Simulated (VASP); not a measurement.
Input of a VASP 6.6.1 run:

INCAR

```
  PREC = Accurate
  ENCUT = 520
  EDIFF = 1E-6
  ISMEAR = 0
  SIGMA = 0.15
  LREAL = F
  LASPH = T
  NELM = 80
  ALGO = Normal
  ISIF = 2
  LWAVE = F
  LCHARG = T
  GGA = PS
  LELF = T
  LVHAR = T
  NBANDS = 24
```

The input KPOINTS:

```
regular mesh
0
Gamma
  20 20 12
```

POSCAR

```
TaN
1.0
    0.0000000000      0.0000000000      2.8707276426
    2.9239890448      0.0000000000      0.0000000000
    0.0000000000      5.0644975863      0.0000000000
Ta N
2 2
Direct
    0.5609601543      0.0000000000      0.3333333333
    0.4390398457      0.5000000000      0.8333333333
    0.0222911218      0.5000000000      0.5000000000
   -0.0222911218      0.0000000000      0.0000000000
```

Potentials or basis: VASP PAW PBE potentials, release 64 (Ta_pv, N).

Command:

```console
$ cat potpaw_PBE.64/Ta_pv/POTCAR potpaw_PBE.64/N/POTCAR > POTCAR
$ mpirun -np 1 vasp_std > vasp.out
```

Q: Predict the band gap on the k mesh.

A: Zero (bands 16 and 17 overlap by 0.36 eV).

Q: Predict the pressure.

A: 7.5 GPa.

Q: Estimate the largest force.

A: 3.675 eV/Å.

Forces on the atoms (eV/Å):
```
Ta   0.000  0.480 -3.643
Ta   0.000  0.480  3.643
N    0.000 -0.480 -0.064
N    0.000 -0.480  0.064
```

Caveat: the cell differs from its parent crystal (atoms displaced along a vibrational mode); the stress differs along the axes, from 4 to 12 GPa; the PAW data sets were made with another functional, which shifts forces and pressure a little; spin-orbit coupling is left out, which moves the levels of the heavy elements.
